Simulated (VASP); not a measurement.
# MgS (I4/mmm) in VASP: a series of runs

The runs below take MgS through single point, with PBEsol.

Everything below comes from runs of VASP 6.6.1. Logs are shortened: lines on timing, memory, paths and dates and some standing lists are left out, and cuts for length are marked.

**1. The cell of the first run**

Symmetry: I4/mmm, No. 139, tetragonal system. Conventional cell: a = 3.771 Å, b = 3.771 Å, c = 4.943 Å, α = 90.00°, β = 90.00°, γ = 90.00°. Mg (site symmetry 4/mmm) has 6 S at 2.47 to 2.67 Å within 3.3 Å. S (site symmetry 4/mmm) has 6 Mg at 2.47 to 2.67 Å within 3.3 Å.

**2. Single point, PBEsol (strain +0.025 along x and y, -0.050 along z)**

INCAR

```
PREC = Accurate
ENCUT = 520
EDIFF = 1E-6
ISMEAR = 0
SIGMA = 0.05
LREAL = F
LASPH = T
NELM = 60
ALGO = Normal
ISIF = 2
LWAVE = F
LCHARG = F
GGA = PS
NBANDS = 11
```

KPOINTS

```
regular mesh
0
Gamma
  8 8 8
```

POSCAR

```
MgS
1.0
    0.0000000000      2.6666912500      2.4715675000
    2.6666912500      0.0000000000      2.4715675000
    2.6666912500      2.6666912500      0.0000000000
Mg S
1 1
Direct
    0.0000000000      0.0000000000      0.0000000000
    0.5000000000      0.5000000000      0.5000000000
```

Potentials or basis: VASP PAW PBE potentials, release 64 (Mg, S).

Command:

```bash
cat potpaw_PBE.64/Mg/POTCAR potpaw_PBE.64/S/POTCAR > POTCAR
mpirun -np 1 vasp_std > vasp.out
```

OUTCAR:

```text
PREC = Accurate
   ENCUT = 520
   EDIFF = 1E-6
   ISMEAR = 0
   LREAL = F
   LASPH = T
   NELM = 60
   ISIF = 2
   GGA = PS

 ion  position               nearest neighbor table
   1  0.000  0.000  0.000-   2 2.47   2 2.47   2 2.67   2 2.67   2 2.67   2 2.67
   2  0.500  0.500  0.500-   1 2.47   1 2.47   1 2.67   1 2.67   1 2.67   1 2.67

  LATTYP: Found a body centered tetragonal cell.
 ALAT       =     3.7712709324
 C/A-ratio  =     1.3107345212

  Lattice vectors:

 A1 = (   0.0000000000,  -2.6666912500,  -2.4715675000)
 A2 = (   0.0000000000,   2.6666912500,  -2.4715675000)
 A3 = (   2.6666912500,   0.0000000000,   2.4715675000)

Analysis of symmetry for initial positions (statically):
=====================================================================
 Subroutine PRICEL returns:
 Original cell was already a primitive cell.

 Routine SETGRP: Setting up the symmetry group for a
 body centered tetragonal supercell.

 Subroutine GETGRP returns: Found 16 space group operations
 (whereof 16 operations were pure point group operations)
 out of a pool of 16 trial point group operations.

The static configuration has the point symmetry D_4h.

Analysis of symmetry for dynamics (positions and initial velocities):
=====================================================================
 Subroutine PRICEL returns:
 Original cell was already a primitive cell.

 Routine SETGRP: Setting up the symmetry group for a
 body centered tetragonal supercell.

 Subroutine GETGRP returns: Found 16 space group operations
 (whereof 16 operations were pure point group operations)
 out of a pool of 16 trial point group operations.

The dynamic configuration has the point symmetry D_4h.

 Subroutine INISYM returns: Found 16 space group operations
 (whereof 16 operations are pure point group operations),
 and found     1 'primitive' translations

----------------------------------------------------------------------------------------

                                     Primitive cell

  volume of cell :      35.1518

  direct lattice vectors                    reciprocal lattice vectors
     0.000000000  2.666691250  2.471567500    -0.187498272  0.187498272  0.202300767
     2.666691250  0.000000000  2.471567500     0.187498272 -0.187498272  0.202300767
     2.666691250  2.666691250  0.000000000     0.187498272  0.187498272 -0.202300767

  length of vectors
     3.635916409  3.635916409  3.771270932     0.333521819  0.333521819  0.333521819

  position of ions in fractional coordinates (direct lattice)
     0.000000000  0.000000000  0.000000000
     0.500000000  0.500000000  0.500000000

  ion indices of the primitive-cell ions
   primitive index   ion index
                 1           1
                 2           2

----------------------------------------------------------------------------------------

 KPOINTS: regular mesh

Automatic generation of k-mesh.
 Grid dimensions read from file:
 generate k-points for:    8    8    8

 Generating k-lattice:

  Cartesian coordinates                     Fractional coordinates (reciprocal lattice)
    -0.023437284  0.023437284  0.025287596     0.125000000  0.000000000  0.000000000
     0.023437284 -0.023437284  0.025287596     0.000000000  0.125000000  0.000000000
     0.023437284  0.023437284 -0.025287596     0.000000000  0.000000000  0.125000000

  Length of vectors
     0.041690227  0.041690227  0.041690227

  Shift w.r.t. Gamma in fractional coordinates (k-lattice)
     0.000000000  0.000000000  0.000000000

 Subroutine IBZKPT returns following result:
 ===========================================

 Found     59 irreducible k-points:

 Following reciprocal coordinates:
            Coordinates               Weight
  0.000000  0.000000  0.000000      1.000000
  0.125000  0.000000  0.000000      8.000000
  0.250000  0.000000  0.000000      8.000000
  0.375000  0.000000  0.000000      8.000000
  0.500000  0.000000  0.000000      4.000000
  0.125000  0.125000  0.000000      2.000000
[... 16 lines left out ...]
  0.250000  0.000000  0.125000     16.000000
  0.375000  0.000000  0.125000     16.000000
 [... further k-points ...]
   k-points           NKPTS =     59   k-points in BZ     NKDIM =     59   number of bands    NBANDS=     11
   number of dos      NEDOS =    301   number of ions     NIONS =      2
   total plane-waves  NPLWV =  21952
   dimension x,y,z NGX =    28 NGY =   28 NGZ =   28
   dimension x,y,z NGXF=    56 NGYF=   56 NGZF=   56
   ions per type =               1   1
   NGX,Y,Z   is equivalent  to a cutoff of  12.80, 12.80, 12.34 a.u.
   NGXF,Y,Z  is equivalent  to a cutoff of  25.61, 25.61, 24.69 a.u.
 SYSTEM =  unknown system
   PREC   = accura    normal or accurate (medium, high low for compatibility)
   ISTART =      0    job   : 0-new  1-cont  2-samecut
   ICHARG =      2    charge: 1-file 2-atom 10-const
   ISPIN  =      1    spin polarized calculation?
   LNONCOLLINEAR =      F non collinear calculations
   LSORBIT =      F    spin-orbit coupling
   LASPH  =      T    aspherical Exc in radial PAW
   ENCUT  =  520.0 eV  38.22 Ry    6.18 a.u.   6.76  6.76  7.01*2*pi/ulx,y,z
   NELM   =     60;   NELMIN=  2; NELMDL= -5     # of ELM steps
   EDIFF  = 0.1E-05   stopping-criterion for ELM
   LREAL  =      F    real-space projection
   EDIFFG = 0.1E-04   stopping-criterion for IOM
   NSW    =      0    number of steps for IOM
   IBRION =     -1    ionic relax: 0-MD 1-quasi-New 2-CG
   NFREE  =      0    steps in history (QN), initial steepest desc. (CG)
   ISIF   =      2    stress and relaxation
   ISYM   =      2    0-nonsym 1-usesym 2-fastsym
   POTIM  = 0.5000    time-step for ionic-motion
   TEBEG  =    0.0;   TEEND  =   0.0 temperature during run
   PSTRESS=    0.0 pullay stress
   NELECT =       8.0000    total number of electrons
   NUPDOWN=      -1.0000    fix difference up-down
   EMIN   =  10.00;   EMAX   =-10.00  energy-range for DOS
   EFERMI =   0.00;   METHOD = LEGACY
   ISMEAR =     0;   SIGMA  =   0.05  broadening in eV -4-tet -1-fermi 0-gaus
   EFERMI_NEDOS =   21; number of points for ismear=-14 and -15
   IALGO  =     38    algorithm
   IMIX   =      4    mixing-type and parameters
     AMIX     =   0.40;   BMIX     =  1.00
     AMIX_MAG =   1.60;   BMIX_MAG =  1.00
  volume/ion in A,a.u.               =      17.58       118.61
  Fermi-wavevector in a.u.,A,eV,Ry     =   0.999514  1.888807 13.592602  0.999028
  Thomas-Fermi vector in A             =   2.131809
   LORBIT       =      0    0 simple, 1 ext, 2 COOP (PROOUT), +10 PAW based schemes
   GGA     = PS    functional components
   LHFCALC =     F    Hartree Fock is set to
   AEXX    =    0.0000 exact exchange contribution
   IVDW    =     0    specifies the selected vdW correction
   LEPSILON=     F    determine dielectric tensor
   LRPA    =     F    only Hartree local field effects (RPA)
 non-spin polarized calculation
 Gauss-broadening in eV      SIGMA  =   0.05
  energy-cutoff  :      520.00
  volume of cell :       35.15
 maximum number of plane-waves:       958
   NGX = 13   NGY = 13   NGZ = 13

 number of electron       7.9999999 magnetization

 Free energy of the ion-electron system (eV)
  ---------------------------------------------------
  ext. energy  EPLUGINS =         0.00000000
  ---------------------------------------------------
  free energy    TOTEN  =        -9.02540360 eV

  energy without entropy =       -9.02540360  energy(sigma->0) =       -9.02540360

 E-fermi :   4.0116     XC(G=0):  -9.8366

 val. band max:        3.7991122145   @ k =   0.0000   0.0000   0.0000
 cond. band min:       6.2123222279   @ k =   0.5000   0.5000   0.0000
 fundamental gap:      2.4132100135
 Fermi energy:         4.0116346247

 k-point     1 :       0.0000    0.0000    0.0000
  band No.  band energies     occupation
      1      -9.0197      2.00000
      2       3.4296      2.00000
      3       3.7991      2.00000
      4       3.7991      2.00000
      5       7.2905      0.00000
      6      11.3170      0.00000
      7      11.3170      0.00000
      8      12.0975      0.00000
      9      13.4655      0.00000
     10      14.4765      0.00000
     11      16.0436      0.00000

 k-point     2 :       0.1250    0.0000    0.0000
  band No.  band energies     occupation
      1      -8.8663      2.00000
      2       2.5707      2.00000
      3       3.5249      2.00000
      4       3.6529      2.00000
      5       8.0971      0.00000
      6      11.1819      0.00000
      7      11.5083      0.00000
      8      12.1285      0.00000
      9      12.9840      0.00000
     10      13.6968      0.00000
     11      16.2454      0.00000

 k-point     3 :       0.2500    0.0000    0.0000
  band No.  band energies     occupation
      1      -8.4505      2.00000
      2       0.8145      2.00000
      3       3.3415      2.00000
      4       3.3549      2.00000
      5       8.5032      0.00000
      6      10.9902      0.00000
      7      11.7425      0.00000
      8      12.0565      0.00000
      9      13.9032      0.00000
     10      13.9453      0.00000
     11      15.6234      0.00000

 k-point     4 :       0.3750    0.0000    0.0000
  band No.  band energies     occupation
      1      -7.9412      2.00000
      2      -0.6405      2.00000
      3       3.0732      2.00000
      4       3.2167      2.00000
      5       8.1815      0.00000
      6      10.3507      0.00000
      7      11.2953      0.00000
      8      13.4136      0.00000
      9      15.1045      0.00000
     10      15.8862      0.00000
     11      16.0587      0.00000

 k-point     5 :       0.5000    0.0000    0.0000
  band No.  band energies     occupation
      1      -7.6873      2.00000
      2      -1.2261      2.00000
      3       2.9717      2.00000
      4       3.1639      2.00000
      5       8.0226      0.00000
      6      10.1187      0.00000
      7      11.0799      0.00000
      8      13.8024      0.00000
      9      15.6498      0.00000
     10      17.6783      0.00000
     11      18.4898      0.00000
[... 211 lines left out ...]
 k-point    21 :       0.5000    0.5000    0.0000
  band No.  band energies     occupation
      1      -7.1379      2.00000
      2      -0.5084      2.00000
      3       1.7455      2.00000
      4       1.7455      2.00000
      5       6.2123      0.00000
      6       7.7420      0.00000
      7      16.0582      0.00000
      8      16.6721      0.00000
      9      16.6721      0.00000
     10      16.6815      0.00000
     11      19.0362      0.00000

 k-point    22 :       0.1250    0.0000    0.1250
  band No.  band energies     occupation
      1      -8.8287      2.00000
      2       2.7524      2.00000
      3       3.1064      2.00000
      4       3.5465      2.00000
      5       8.4356      0.00000
      6      10.4671      0.00000
      7      11.8277      0.00000
      8      12.0995      0.00000
      9      12.5641      0.00000
     10      14.4212      0.00000
     11      16.7095      0.00000

 k-point    23 :       0.2500    0.0000    0.1250
  band No.  band energies     occupation
      1      -8.5120      2.00000
      2       1.3848      2.00000
      3       2.9512      2.00000
      4       3.2319      2.00000
      5       9.0862      0.00000
      6      10.3905      0.00000
      7      10.7758      0.00000
      8      12.5633      0.00000
      9      13.4315      0.00000
     10      14.7340      0.00000
     11      17.0439      0.00000

 k-point    24 :       0.3750    0.0000    0.1250
  band No.  band energies     occupation
      1      -8.0300      2.00000
      2      -0.0812      2.00000
      3       2.6765      2.00000
      4       2.9380      2.00000
      5       8.8812      0.00000
      6      10.0263      0.00000
      7      11.8021      0.00000
      8      12.1019      0.00000
      9      15.1112      0.00000
     10      16.3476      0.00000
     11      16.5682      0.00000

 [... further k-points ...]
[... 5 lines left out ...]
  --------------------------------------------------------------------------------------
  -------------------------------------------------------------------------------------
  Total       -0.6733226     -0.6733226      1.3271463      0.0000000      0.0000000      0.0000000
  in kB      -30.6892166    -30.6892166     60.4897009      0.0000000      0.0000000      0.0000000
  external PRESSURE =      -0.2962441 kB  Pullay stress =       0.0000000 kB

 VOLUME and BASIS-vectors are now :
 -----------------------------------------------------------------------------
  energy-cutoff  :      520.00
  volume of cell :       35.15
      direct lattice vectors                 reciprocal lattice vectors
     0.000000000  2.666691250  2.471567500    -0.187498272  0.187498272  0.202300767
     2.666691250  0.000000000  2.471567500     0.187498272 -0.187498272  0.202300767
     2.666691250  2.666691250  0.000000000     0.187498272  0.187498272 -0.202300767

 POSITION                                       TOTAL-FORCE (eV/Angst)
 -----------------------------------------------------------------------------------
      0.00000      0.00000      0.00000        -0.000000     -0.000000      0.000000
      2.66669      2.66669      2.47157         0.000000      0.000000      0.000000
 -----------------------------------------------------------------------------------
    total drift:                                0.000000      0.000000      0.000000

  FREE ENERGIE OF THE ION-ELECTRON SYSTEM (eV)
  ---------------------------------------------------
  free  energy   TOTEN  =        -9.0254035996 eV

  energy  without entropy=       -9.0254035996  energy(sigma->0) =       -9.02540360
```

Run time: 8.3 s. Hardware: 1 thread of Intel Xeon 6975P-C (Granite Rapids), shared host; peak memory 0.16 GiB.

Results:

```yaml
Free_energy: -9.0254 eV
Pressure: 0.0 GPa
Band_gap_on_the_k_mesh: 2.41 eV, indirect (least direct gap 3.49 eV)
```

Caveat: the cell differs from its parent crystal (strain +0.025 along x and y, -0.050 along z); the PAW data sets were made with another functional, which shifts forces and pressure a little. A k mesh can miss the band edges.

**3. Single point, PBEsol (strain -0.050 along x and y, +0.025 along z)**

INCAR

```
  PREC = Accurate
  ENCUT = 600
  EDIFF = 1E-6
  ISMEAR = 0
  SIGMA = 0.05
  LREAL = False
  LASPH = True
  NELM = 120
  ALGO = Normal
  ISIF = 2
  LWAVE = False
  LCHARG = False
  GGA = PS
  NBANDS = 11
  GGA_COMPAT = False
```

KPOINTS is that of step 2.

POSCAR

```
MgS
1.0
    0.0000000000      2.4715675000      2.6666912500
    2.4715675000      0.0000000000      2.6666912500
    2.4715675000      2.4715675000      0.0000000000
Mg S
1 1
Direct
    0.0000000000      0.0000000000      0.0000000000
    0.5000000000      0.5000000000      0.5000000000
```

Potentials or basis: VASP PAW PBE potentials, release 64 (Mg, S).

Command:

```bash
cat potpaw_PBE.64/Mg/POTCAR potpaw_PBE.64/S/POTCAR > POTCAR
mpirun -np 1 vasp_std > vasp.out
```

Run time: 40 s. Hardware: 1 thread of Intel Xeon 8259CL, shared host; peak memory 0.18 GiB.

The run converged. Its results:

```yaml
Free_energy: -8.9818 eV
Pressure: 6.8 GPa
Band_gap_on_the_k_mesh: 2.59 eV, indirect (least direct gap 4.05 eV)
```

Stress tensor (GPa, compression positive):
```
10.44  0.00  0.00
 0.00 10.44  0.00
 0.00  0.00 -0.47
```

Levels at points of the mesh, in eV from the valence-band top:
```tsv
k point	band 2	band 3	band 4	band 5	band 6	band 7
(0.00, 0.00, 0.00)	-0.26	-0.26	0.00	4.05	7.11	7.94
(0.50, 0.00, 0.00)	-5.50	-1.02	-0.73	4.24	6.49	7.20
(0.50, 0.50, 0.00)	-4.92	-1.80	-1.80	3.08	4.01	11.96
(0.50, 0.00, 0.50)	-4.81	-2.51	-1.83	2.59	3.76	12.67
```

Caveat: the cell differs from its parent crystal (strain -0.050 along x and y, +0.025 along z); the PAW data sets were made with another functional, which shifts forces and pressure a little.
